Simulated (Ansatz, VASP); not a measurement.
# MgI2 in VASP and in Ansatz

```xyz
3
Lattice="-0.0469 3.7557 3.7557 3.7557 -0.0469 3.7557 3.7088 3.7088 0.0000" Properties=species:S:1:pos:R:3 pbc="T T T"
Mg    0.0000    0.0000    0.0000
I     1.8544    1.8544    1.8701
I     5.5632    5.5632    5.6414
```

Change from the starting cell: shear_xy strain -2.5%.

Alike in both runs: task single point; functional r2SCAN; k mesh 6 × 6 × 6; no spin polarisation.

|  | VASP | Ansatz |
| --- | --- | --- |
| version | VASP 6.6.1 | Ansatz 0.2.0 |
| potentials or method | VASP PAW PBE potentials, release 64 (Mg, I) | plane waves, PAW |
| plane-wave cutoff (eV) | 520 | 500 |
| occupations | gaussian, width 0.01 eV | fixed |
| valence electrons in the cell | 16 | 44 |

VASP gave:

```
gap on the k mesh at the Fermi level (eV)                     : 1.30
pressure (GPa)                                                : -0.1
traceless stress, the component that is largest in VASP (GPa) : -0.48
```

Task: Estimate Ansatz's values.

Result: gap on the k mesh at the Fermi level (eV): 1.35; pressure (GPa): 0.0; traceless stress, the component that is largest in VASP (GPa): -0.47.

VASP's potentials were made for PBE, not for r2SCAN. VASP's potentials hold 16 valence electrons a cell and Ansatz's 44, so a difference there can come from the potentials and not from the codes.

Spin-orbit coupling is off throughout.
